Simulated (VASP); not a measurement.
# Mg3Sb2 (P-3m1) in VASP: further runs, part 2 of 2

VASP 6.6.1.

## (4) Relaxation of the atoms, PBE (strain along c alone, the other axes held: +6.0 %)

INCAR

```
  PREC = Accurate
  ENCUT = 520
  EDIFF = 1E-7
  ISMEAR = 0
  SIGMA = 0.01
  LREAL = F
  LASPH = T
  NELM = 120
  ALGO = Normal
  ISIF = 2
  LWAVE = F
  LCHARG = F
  GGA = PE
  IBRION = 2
  NSW = 60
  EDIFFG = -0.008
  GGA_COMPAT = F
  NELMIN = 4
  KPAR = 4
```

KPOINTS

```
Automatic mesh
0
Gamma
  12 12 6
```

POSCAR

```
Mg3Sb2
1.0
    4.5938670597      0.0000000000      0.0000000000
   -2.2969335298      3.9784055753      0.0000000000
    0.0000000000      0.0000000000      7.7107319531
Mg Sb
3 2
Direct
    0.3333333333      0.6666666667      0.6302806774
    0.6666666667      0.3333333333      0.3697193226
    0.0000000000      0.0000000000      0.0000000000
    0.3333333333      0.6666666667      0.2289230605
    0.6666666667      0.3333333333      0.7710769395
```

Potentials or basis: VASP PAW PBE potentials, release 64 (Mg, Sb).

Launch:

```console
cat potpaw_PBE.64/Mg/POTCAR potpaw_PBE.64/Sb/POTCAR > POTCAR
mpirun -np 4 vasp_std > vasp.out
```

OUTCAR:

```text
PREC = Accurate
   ENCUT = 520
   EDIFF = 1E-7
   ISMEAR = 0
   LREAL = F
   LASPH = T
   NELM = 120
   ISIF = 2
   GGA = PE
   IBRION = 2
   NSW = 60
   EDIFFG = -0.008
   NELMIN = 4

 ion  position               nearest neighbor table
   1  0.333  0.667  0.630-   5 2.87   5 2.87   5 2.87   4 3.09   2 3.33   2 3.33   2 3.33
   2  0.667  0.333  0.370-   4 2.87   4 2.87   4 2.87   5 3.09   1 3.33   1 3.33   1 3.33
   3  0.000  0.000  0.000-   4 3.19   5 3.19   4 3.19   5 3.19   5 3.19   4 3.19
   4  0.333  0.667  0.229-   2 2.87   2 2.87   2 2.87   1 3.09   3 3.19   3 3.19   3 3.19
   5  0.667  0.333  0.771-   1 2.87   1 2.87   1 2.87   2 3.09   3 3.19   3 3.19   3 3.19

  LATTYP: Found a hexagonal cell.
 ALAT       =     4.5938670597
 C/A-ratio  =     1.6784839119

  Lattice vectors:

 A1 = (   4.5938670597,   0.0000000000,   0.0000000000)
 A2 = (  -2.2969335298,   3.9784055753,   0.0000000000)
 A3 = (   0.0000000000,   0.0000000000,   7.7107319531)

Analysis of symmetry for initial positions (statically):
=====================================================================
 Subroutine PRICEL returns:
 Original cell was already a primitive cell.

 Routine SETGRP: Setting up the symmetry group for a
 hexagonal supercell.

 Subroutine GETGRP returns: Found 12 space group operations
 (whereof 12 operations were pure point group operations)
 out of a pool of 24 trial point group operations.

The static configuration has the point symmetry D_3d.

Analysis of symmetry for dynamics (positions and initial velocities):
=====================================================================
 Subroutine PRICEL returns:
 Original cell was already a primitive cell.

 Routine SETGRP: Setting up the symmetry group for a
 hexagonal supercell.

 Subroutine GETGRP returns: Found 12 space group operations
 (whereof 12 operations were pure point group operations)
 out of a pool of 24 trial point group operations.
[... 148 lines left out ...]

 number of electron      16.0000000 magnetization

 Free energy of the ion-electron system (eV)
  ---------------------------------------------------
  ext. energy  EPLUGINS =         0.00000000
  ---------------------------------------------------
  free energy    TOTEN  =       -14.54482266 eV

  energy without entropy =      -14.54482266  energy(sigma->0) =      -14.54482266

------------------------ aborting loop because EDIFF is reached ----------------------------------------

  FORCE on cell =-STRESS in cart. coord.  units (eV):
  Direction    XX          YY          ZZ          XY          YZ          ZX
  --------------------------------------------------------------------------------------
  -------------------------------------------------------------------------------------
  Total       -0.8060721     -0.8060721     -3.5207652     -0.0000000      0.0000000     -0.0000000
  in kB       -9.1643445     -9.1643445    -40.0280617     -0.0000000      0.0000000     -0.0000000
  external PRESSURE =     -19.4522502 kB  Pullay stress =       0.0000000 kB
[... 143 lines left out ...]
--------------------------------------- Ionic step        5  -------------------------------------------

 number of electron      15.9999999 magnetization

 Free energy of the ion-electron system (eV)
  ---------------------------------------------------
  ext. energy  EPLUGINS =         0.00000000
  ---------------------------------------------------
  free energy    TOTEN  =       -14.54529911 eV

  energy without entropy =      -14.54529911  energy(sigma->0) =      -14.54529911

 E-fermi :   3.6917     XC(G=0):  -8.5263

 val. band max:        3.6371985659   @ k =   0.0000   0.0000   0.0000
 cond. band min:       3.8539975630   @ k =   0.0000   0.4167   0.3333
 fundamental gap:      0.2167989970
 Fermi energy:         3.6917399325

 k-point     1 :       0.0000    0.0000    0.0000
  band No.  band energies     occupation
      1      -6.0673      2.00000
      2      -5.1175      2.00000
      3      -0.8542      2.00000
      4       3.0811      2.00000
      5       3.0811      2.00000
      6       3.5674      2.00000
      7       3.6372      2.00000
      8       3.6372      2.00000
      9       4.5506      0.00000
     10       5.3379      0.00000
     11       7.1308      0.00000
     12       7.1308      0.00000
[... 331 lines left out ...]
 k-point    24 :       0.0000    0.1667    0.1667
  band No.  band energies     occupation
      1      -5.8443      2.00000
      2      -5.0823      2.00000
      3      -0.4446      2.00000
      4       1.7145      2.00000
      5       2.1402      2.00000
      6       2.7236      2.00000
      7       3.1840      2.00000
      8       3.4274      2.00000
      9       5.2549      0.00000
     10       6.0732      0.00000
     11       7.0512      0.00000
     12       7.4255      0.00000

 [... further k-points ...]

------------------------ aborting loop because EDIFF is reached ----------------------------------------

  FORCE on cell =-STRESS in cart. coord.  units (eV):
  Direction    XX          YY          ZZ          XY          YZ          ZX
  --------------------------------------------------------------------------------------
  -------------------------------------------------------------------------------------
  Total       -0.7765080     -0.7765080     -3.4667218     -0.0000000      0.0000000      0.0000000
  in kB       -8.8282254     -8.8282254    -39.4136347     -0.0000000      0.0000000      0.0000000
  external PRESSURE =     -19.0233618 kB  Pullay stress =       0.0000000 kB
[... 20 lines left out ...]
  FREE ENERGIE OF THE ION-ELECTRON SYSTEM (eV)
  ---------------------------------------------------
  free  energy   TOTEN  =       -14.5452991109 eV

  energy  without entropy=      -14.5452991109  energy(sigma->0) =      -14.54529911

 reached required accuracy - stopping structural energy minimisation
```

CONTCAR:

```text
Mg3Sb2
   1.00000000000000
     4.5938670597000000    0.0000000000000000    0.0000000000000000
    -2.2969335298000000    3.9784055753000001    0.0000000000000000
     0.0000000000000000    0.0000000000000000    7.7107319530999998
  Mg              Sb
     3     2
Direct
     0.3333333332999970    0.6666666667000030    0.6298506305639275
     0.6666666667000030    0.3333333332999970    0.3701493694360725
     0.0000000000000000    0.0000000000000000    0.0000000000000000
     0.3333333332999970    0.6666666667000030    0.2301698476551826
     0.6666666667000030    0.3333333332999970    0.7698301523448174

  0.00000000E+00  0.00000000E+00  0.00000000E+00
  0.00000000E+00  0.00000000E+00  0.00000000E+00
  0.00000000E+00  0.00000000E+00  0.00000000E+00
  0.00000000E+00  0.00000000E+00  0.00000000E+00
  0.00000000E+00  0.00000000E+00  0.00000000E+00
```

Wall time 2.2 min (4 MPI ranks of Intel Xeon Platinum 8259CL at 2.50GHz (Skylake/Cascade Lake), shared host); peak memory 0.41 GiB.

What came out:

```
Free energy                  : -14.5453 eV
Energy gained by relaxing    : 0.1 meV/atom
Ionic steps                  : 5
Pressure after relaxing      : -1.9 GPa
Largest force after relaxing : 0.007 eV/Å
Band gap on the k mesh       : 0.22 eV (least direct gap 0.91 eV)
```

Forces on the atoms (eV/Å):
```
Mg   0.000  0.000 -0.007
Mg   0.000  0.000  0.007
Mg   0.000  0.000  0.000
Sb   0.000  0.000 -0.002
Sb   0.000  0.000  0.002
```

Stress tensor (GPa, compression positive):
```
-0.88  0.00  0.00
 0.00 -0.88  0.00
 0.00  0.00 -3.94
```

Step by step:
```tsv
step	energy change (eV)	largest force (eV/Å)	pressure (GPa)
1	0.0000	0.0430	-1.95
2	-0.0002	0.0333	-1.94
3	-0.0004	0.0155	-1.92
4	-0.0004	0.0205	-1.88
5	-0.0005	0.0067	-1.90
```

Final structure:
```
CELL_PARAMETERS angstrom
4.59387 0.00000 0.00000
-2.29693 3.97841 0.00000
0.00000 0.00000 7.71073
ATOMIC_POSITIONS crystal
Mg 0.33333 0.66667 0.62985
Mg 0.66667 0.33333 0.37015
Mg 0.00000 0.00000 0.00000
Sb 0.33333 0.66667 0.23017
Sb 0.66667 0.33333 0.76983
```

Caveat: the cell differs from its parent crystal (strain along c alone, the other axes held: +6.0 %); spin-orbit coupling is left out, which moves the levels of the heavy elements. A k mesh can miss the band edges.

## (5) Single point, PBE (24.99 Å³/atom)

This run uses another cell than the first one, of 24.99 Å³/atom.

INCAR

```
SYSTEM = Mg3Sb2
PREC = Accurate
ENCUT = 600
EDIFF = 1E-6
ISMEAR = 0
SIGMA = 0.01
LREAL = .FALSE.
LASPH = .TRUE.
NELM = 120
ALGO = Normal
ISIF = 2
LWAVE = .FALSE.
LCHARG = .FALSE.
GGA = PE
NBANDS = 16
GGA_COMPAT = .FALSE.
```

KPOINTS

```
Automatic mesh
0
G
  12 12 6
  0 0 0
```

POSCAR

```
Mg3Sb2
1.0
    4.5054911697      0.0000000000      0.0000000000
   -2.2527455848      3.9018698095      0.0000000000
    0.0000000000      0.0000000000      7.1086973016
Mg Sb
3 2
Direct
    0.3333333333      0.6666666667      0.6315466798
    0.6666666667      0.3333333333      0.3684533202
    0.0000000000      0.0000000000      0.0000000000
    0.3333333333      0.6666666667      0.2225100202
    0.6666666667      0.3333333333      0.7774899798
```

Launch:

```console
cat potpaw_PBE.64/Mg/POTCAR potpaw_PBE.64/Sb/POTCAR > POTCAR
mpirun -np 1 vasp_std > vasp.out
```

Run time: 1.9 min. Hardware: 1 thread of Intel Xeon 6975P-C (Granite Rapids), shared host; peak memory 0.42 GiB.

It converged, with:

| Property | Result |
| --- | --- |
| Free energy | -14.5755 eV |
| Pressure | 3.1 GPa |
| Largest force | 0.016 eV/Å |
| Band gap on the k mesh | 0.11 eV (least direct gap 1.24 eV) |

Forces on the atoms (eV/Å):
```
Mg   0.000  0.000 -0.011
Mg   0.000  0.000  0.011
Mg   0.000  0.000  0.000
Sb   0.000  0.000 -0.016
Sb   0.000  0.000  0.016
```

Levels at points of the mesh, in eV from the valence-band top:
```
           k point  band 4  band 5  band 6  band 7  band 8  band 9  band 10  band 11  band 12  band 13
(0.00, 0.00, 0.00)   -1.21   -1.21   -0.45   -0.45    0.00    1.24     1.31     3.02     3.02     3.79
(0.50, 0.00, 0.00)   -3.95   -3.47   -2.48   -2.36   -0.96    0.29     1.99     2.12     2.73     5.07
(0.00, 0.00, 0.50)   -3.17   -0.84   -0.84   -0.84   -0.84    1.77     1.97     2.65     2.65     3.50
(0.50, 0.00, 0.50)   -4.83   -2.04   -1.77   -1.73   -1.65    0.49     1.23     1.72     2.06     4.55
```

Caveat: the cell stands under pressure; spin-orbit coupling is left out, which moves the levels of the heavy elements. A k mesh can miss the band edges.

## (6) The runs side by side

| task | cell | cutoff (eV) | gap on the mesh (eV) | pressure (GPa) | largest force (eV/Å) |
| --- | --- | --- | --- | --- | --- |
| single point | a = 4.594, b = 4.594, c = 7.565 Å, angles 90.0, 90.0, 120.0°, 5 atoms, atomic positions A | 600 | 0.23 | -1.3 | 0.01 |
| relaxation of the atoms | atoms relaxed from a = 4.594, b = 4.594, c = 7.711 Å, angles 90.0, 90.0, 120.0°, 5 atoms, atomic positions A | 520 | 0.22 | -1.9 | 0.01 |
| single point | a = 4.505, b = 4.505, c = 7.109 Å, angles 90.0, 90.0, 120.0°, 5 atoms, atomic positions B | 600 | 0.11 | 3.1 | 0.02 |

Alike in all rows: level PBE; potentials or basis VASP PAW PBE potentials, release 64 (Mg, Sb); no spin polarisation; k mesh 12 × 12 × 6; smearing gaussian 0.01 eV.

Caveats: spin-orbit coupling is left out, which moves the levels of the heavy elements; the cell stands under pressure (at least some runs).

Total energies depend on the potentials used, so only differences within one code and one set of settings carry meaning.
